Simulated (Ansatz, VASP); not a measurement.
**HfSi3 in VASP and in Ansatz**

Contents of INCAR:

```
SYSTEM = HfSi3
  PREC = Accurate
  ENCUT = 520
  EDIFF = 1E-6
  ISMEAR = 0
  SIGMA = 0.05
  LREAL = .False.
  LASPH = .True.
  NELM = 60
  ALGO = Normal
  ISIF = 2
  LWAVE = .False.
  LCHARG = .False.
  GGA = PE
  NBANDS = 19
```

The input KPOINTS:

```
Automatic mesh
0
Gamma
  8 8 8
  0 0 0
```

The input POSCAR:

```
HfSi3
1.0
    3.9735079819      0.0000000000      0.0000000000
    0.0000000000      4.0529781415      0.0000000000
    0.0000000000      0.0000000000      3.9735079819
Hf Si
1 3
Direct
    0.0000000000      0.0000000000      0.0000000000
    0.0000000000      0.5000000000      0.5000000000
    0.5000000000      0.5000000000      0.0000000000
    0.5000000000      0.0000000000      0.5000000000
```

Input for Ansatz:

```yaml
crystal:
  lattice:
    - [3.9735079819, 0.0, 0.0]
    - [0.0, 4.0529781415, 0.0]
    - [0.0, 0.0, 3.9735079819]
  atoms:
    - { symbol: Hf, position: [0.0, 0.0, 0.0] }
    - { symbol: Si, position: [0.0, 0.5, 0.5] }
    - { symbol: Si, position: [0.5, 0.5, 0.0] }
    - { symbol: Si, position: [0.5, 0.0, 0.5] }
basis:
  ecutwfc: 420
  ecutrho_ratio: 4
kpoints:
  mp_grid: { grid: [8, 8, 8] }
hamiltonian:
  xc: pbe
scf:
  occupations: { method: gaussian, width: 0.05 }
output:
  forces: true
  stress: true
  eigenvalues: true
```

Change from the starting cell: strain e2 = +0.02, atoms carried along.

Alike in both runs: task single point; functional PBE; k mesh 8 × 8 × 8; occupations gaussian, width 0.05 eV; no spin polarisation.

```csv
,VASP,Ansatz
version,VASP 6.6.1,Ansatz 0.2.0
potentials or method,"VASP PAW PBE potentials, release 64 (Hf_pv, Si), cutoff 520 eV","scalar-relativistic, plane waves, PAW"
valence electrons in the cell,22,38
```

Ansatz gave:

* gap on the k mesh at the Fermi level (eV): none
* pressure (GPa): -2.0
* traceless stress, the component that is largest in VASP (GPa): -0.13

What did VASP give for the same quantities?

gap on the k mesh at the Fermi level (eV): none; pressure (GPa): -2.3; traceless stress, the component that is largest in VASP (GPa): -0.17.

A gap of «none» marks a metal or a gap that the smearing closes. VASP's potentials hold 22 valence electrons a cell and Ansatz's 38, so a difference there can come from the potentials and not from the codes.

Neither program's run includes spin-orbit coupling.
